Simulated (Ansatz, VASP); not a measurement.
**One calculation of ZrTi3C4, two programs**

```xyz
8
Lattice="-2.2249 2.2249 4.4297 2.2249 -2.2249 4.4297 2.2249 2.2249 -4.4297" Properties=species:S:1:pos:R:3 pbc="T T T"
Zr    0.0000    0.0000    4.4297
Ti    0.0000    0.0000    0.0000
Ti    0.0000    2.2249    2.2148
Ti    2.2249    0.0000    2.2148
C     0.0000    0.0000    2.1613
C     2.2249    0.0000    0.0000
C     0.0000    0.0000    6.6980
C     0.0000    2.2249    0.0000
```

Alike in both runs: functional PBE; k mesh 6 × 6 × 6; occupations gaussian, width 0.1 eV; no spin polarisation.

Ansatz relaxed the structure, and its values are those at the end. VASP's run is a single point on that final structure, the one shown.

|  | VASP | Ansatz |
| --- | --- | --- |
| version | VASP 6.6.1 | Ansatz 0.2.0 |
| potentials or method | VASP PAW PBE potentials, release 64 (Zr_sv, Ti_sv, C), cutoff 520 eV | scalar-relativistic, plane waves, PAW |
| valence electrons in the cell | 64 | 64 |

```csv
,VASP,Ansatz,Ansatz less VASP
gap on the k mesh at the Fermi level (eV),none,none,-
pressure (GPa),0.1,-0.2,-0.28
```

A gap of «none» marks a metal or a gap that the smearing closes.
